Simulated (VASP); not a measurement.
Here is a VASP 6.6.1 calculation.

Contents of INCAR:

```
PREC = Accurate
ENCUT = 520
EDIFF = 1E-6
ISMEAR = 0
SIGMA = 0.1
LREAL = F
LASPH = T
NELM = 100
ALGO = Fast
ISIF = 2
LWAVE = F
LCHARG = F
GGA = PS
NBANDS = 28
```

The input KPOINTS:

```
Automatic mesh
0
Gamma
  4 4 2
```

POSCAR

```
Sr
1.0
    4.4394725913      0.0000000000      0.0000000000
    0.0000000000      4.3076421694      0.0000000000
    0.0000000000      0.0000000000     14.3828979230
Sr
4
Direct
    0.2503903352      0.2500000000      0.8813886888
    0.2496096648      0.7500000000      0.3813886888
    0.7503903352      0.2500000000      0.6186113112
    0.7496096648      0.7500000000      0.1186113112
```

Potentials or basis: VASP PAW PBE potentials, release 64 (Sr_sv).

Command:

```console
$ cat potpaw_PBE.64/Sr_sv/POTCAR > POTCAR
$ mpirun -np 1 vasp_std > vasp.out
```

Problem. Estimate the largest force.

Solution. 0.170 eV/Å.

Problem. Estimate the band gap on the k mesh.

Solution. Zero (bands 20 and 21 overlap by 0.49 eV).

Forces on the atoms (eV/Å):
```
Sr  -0.001  0.000  0.170
Sr   0.001  0.000  0.170
Sr  -0.001  0.000 -0.170
Sr   0.001  0.000 -0.170
```

Caveat: the k points lie up to 0.36 Å⁻¹ apart; the PAW data sets were made with another functional, which shifts forces and pressure a little.
